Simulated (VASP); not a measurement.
Set up this calculation in VASP 6.6.1, as the native input.

| Item | Value |
| --- | --- |
| Task | density of states |
| Functional | PBE |
| Potentials or basis | VASP PAW PBE potentials, release 64 (Mn_pv, As) |
| Cutoff | 520 eV |
| k mesh | 14 × 14 × 8 |
| Occupations | gaussian, width 0.05 eV |
| Spin | no spin polarisation |
| Dipole correction | no |
| k mesh for the DOS | 21 × 21 × 12 |
| Occupations for the DOS | tetrahedron |
| Further INCAR settings | ALGO = Normal; EDIFF = 1e-06 |

Crystal: MnAs.

```xyz
4
Lattice="3.3753 0.0000 0.0000 -1.6876 2.9231 0.0000 0.0000 0.0000 5.6746" Properties=species:S:1:pos:R:3 pbc="T T T"
Mn    0.0000    0.0000    0.0000
Mn    0.0000    0.0000    2.8373
As    0.0000    1.9487    1.4186
As    1.6876    0.9744    4.2559
```

These files were run (other wordings do the same):

POSCAR

```
MnAs
1.0
    3.3752827349      0.0000000000      0.0000000000
   -1.6876413675      2.9230805934      0.0000000000
    0.0000000000      0.0000000000      5.6745763663
Mn As
2 2
Direct
    0.0000000000      0.0000000000      0.0000000000
    0.0000000000      0.0000000000      0.5000000000
    0.3333333333      0.6666666667      0.2500000000
    0.6666666667      0.3333333333      0.7500000000
```

INCAR.step1

```
PREC     = Accurate       # precision mode
ENCUT    = 520            # plane-wave cutoff, eV
EDIFF    = 1E-6           # SCF threshold, eV
ISMEAR   = 0              # smearing method
SIGMA    = 0.05           # smearing width, eV
LREAL    = F              # projectors in reciprocal space
LASPH    = T              # aspherical terms in the spheres
NELM     = 100            # most SCF steps
ALGO     = Normal         # electronic algorithm
ISIF     = 2              # what is computed and relaxed
LWAVE    = F              # write WAVECAR
LCHARG   = T              # write CHGCAR
LMAXMIX  = 4              # l up to which the mixer works
GGA      = PE             # functional
NBANDS   = 26             # bands
```

KPOINTS.step1

```
regular mesh
0
Gamma
  14 14 8
```

INCAR.step2

```
PREC     = Accurate       # precision mode
ENCUT    = 520            # plane-wave cutoff, eV
EDIFF    = 1E-6           # SCF threshold, eV
ISMEAR   = -5             # smearing method
SIGMA    = 0.05           # smearing width, eV
LREAL    = F              # projectors in reciprocal space
LASPH    = T              # aspherical terms in the spheres
NELM     = 100            # most SCF steps
ALGO     = Normal         # electronic algorithm
ISIF     = 2              # what is computed and relaxed
LWAVE    = F              # write WAVECAR
LCHARG   = F              # write CHGCAR
LMAXMIX  = 4              # l up to which the mixer works
GGA      = PE             # functional
LORBIT   = 10             # projections on sites
NEDOS    = 1001           # points of the DOS
ICHARG   = 11             # starting density
```

KPOINTS.step2

```
regular mesh
0
Gamma
  21 21 12
```

Potentials or basis: VASP PAW PBE potentials, release 64 (Mn_pv, As).

Command:

```sh
$ cat potpaw_PBE.64/Mn_pv/POTCAR potpaw_PBE.64/As/POTCAR > POTCAR
$ cp INCAR.step1 INCAR
$ cp KPOINTS.step1 KPOINTS
$ mpirun -np 1 vasp_std > vasp.out
$ cp INCAR.step2 INCAR
$ cp KPOINTS.step2 KPOINTS
$ mpirun -np 1 vasp_std > vasp.out
```

Results of the run:

| Item | Value |
| --- | --- |
| Valence electrons inside the program's atomic spheres | Mn 11.91; As 2.86 |

Run time: 3.5 min on 1 thread of AMD EPYC 9R45 96-Core Processor (Zen 5), with other jobs on the host, peak memory 0.44 GiB.
